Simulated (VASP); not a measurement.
Ge:

```xyz
4
Lattice="3.0077 0.0000 0.0000 -1.5038 2.6047 0.0000 0.0000 0.0000 9.8230" Properties=species:S:1:pos:R:3 pbc="T T T"
Ge    0.0000    0.0000    0.0000
Ge    0.0000    0.0000    4.9115
Ge    0.0000    1.7365    2.4557
Ge    1.5038    0.8682    7.3672
```

This isn't the form of Ge at room conditions, which is diamond.

| Property | Result |
| --- | --- |
| Program | VASP 6.6.1 |
| Task | relaxation of cell and atoms |
| Functional | LDA |
| Potentials or basis | VASP PAW LDA potentials, release 64 (Ge_d) |
| Cutoff | 600 eV |
| k mesh | 12 × 12 × 4 |
| Occupations | fermi-dirac, width 0.1 eV |
| Spin | no spin polarisation |

At the start: pressure -4.3 GPa; volume 19.24 Å³/atom.

Where does the relaxation end?

Over 15 steps the energy falls by 14.8 meV/atom and the volume is 18.04 Å³/atom (-6.2 %); space group P6_3/mmc (No. 194, to 0.1 Å) before and after.

Step by step:
```csv
step,energy change (eV),largest force (eV/Å),pressure (GPa),volume (Å³)
1,0.0000,0.0000,-4.32,76.95
2,-0.0534,0.0000,1.25,71.32
3,-0.0578,0.0000,-0.07,72.60
4,-0.0578,0.0000,-0.09,72.51
5,-0.0568,0.0000,0.55,71.91
6,-0.0578,0.0000,0.13,72.42
7,-0.0579,0.0000,0.01,72.57
8,-0.0579,0.0000,-0.34,72.70
9,-0.0579,0.0000,-0.11,72.61
10,-0.0581,0.0000,-0.23,72.61
11,-0.0585,0.0000,-0.23,72.58
12,-0.0592,0.0000,-0.26,72.53
13,-0.0587,0.0000,-0.11,72.41
14,-0.0594,0.0000,-0.22,72.49
15,-0.0594,0.0000,0.06,72.16
```

Final structure:
```
CELL_PARAMETERS angstrom
2.97239 0.00000 0.00000
-1.48620 2.57417 0.00000
0.00000 0.00000 9.43069
ATOMIC_POSITIONS crystal
Ge 0.00000 0.00000 0.00000
Ge 0.00000 0.00000 0.50000
Ge 0.33333 0.66667 0.25000
Ge 0.66667 0.33333 0.75000
```
